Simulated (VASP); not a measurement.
A run of VASP 6.6.1 is set up as follows.

INCAR

```
SYSTEM = MgTl
  PREC = Accurate
  ENCUT = 520
  EDIFF = 1E-7
  ISMEAR = -1
  SIGMA = 0.05
  LREAL = .FALSE.
  LASPH = .TRUE.
  NELM = 80
  ALGO = Normal
  ISIF = 2
  LWAVE = .FALSE.
  LCHARG = .TRUE.
  GGA = PS
  LELF = .TRUE.
  LVHAR = .TRUE.
  NBANDS = 14
```

File KPOINTS:

```
Automatic mesh
0
G
  10 10 10
  0 0 0
```

File POSCAR:

```
MgTl
1.0
    2.9724975697      0.0000000000      0.0000000000
    0.0000000000      2.9724975697      0.0000000000
    0.0000000000      0.0000000000      2.9724975697
Mg Tl
1 1
Direct
    0.0000000000      0.0000000000      0.0000000000
    0.5000000000      0.5000000000      0.5000000000
```

Potentials or basis: VASP PAW PBE potentials, release 64 (Mg, Tl_d).

Run with:

```console
$ cat potpaw_PBE.64/Mg/POTCAR potpaw_PBE.64/Tl_d/POTCAR > POTCAR
$ mpirun -np 1 vasp_std > vasp.out
```

What does it give for the pressure?

97.2 GPa.

Caveat: the PAW data sets were made with another functional, which shifts forces and pressure a little.
